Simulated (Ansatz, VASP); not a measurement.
**Nb in VASP and in Ansatz**

```xyz
2
Lattice="0.0000 3.0143 3.0143 3.0143 0.0000 3.0143 3.0143 3.0143 0.0000" Properties=species:S:1:pos:R:3 pbc="T T T"
Nb    0.0000    0.0000    0.0000
Nb    1.5072    1.5072    1.5072
```

Change from the starting cell: volume scaled by 1.06.

Alike in both runs: task single point; functional PBE; k mesh 11 × 11 × 11; occupations fermi-dirac, width 0.08 eV; no spin polarisation.

|  | VASP | Ansatz |
| --- | --- | --- |
| version | VASP 6.6.1 | Ansatz 0.2.0 |
| potentials or method | VASP PAW PBE potentials, release 64 (Nb_sv), cutoff 520 eV | all-electron LAPW, scalar-relativistic |

|  | VASP | Ansatz | Ansatz less VASP |
| --- | --- | --- | --- |
| pressure (GPa) | -3.5 | -3.4 | +0.03 |

Ansatz ran all-electron here, and VASP with PAW potentials.
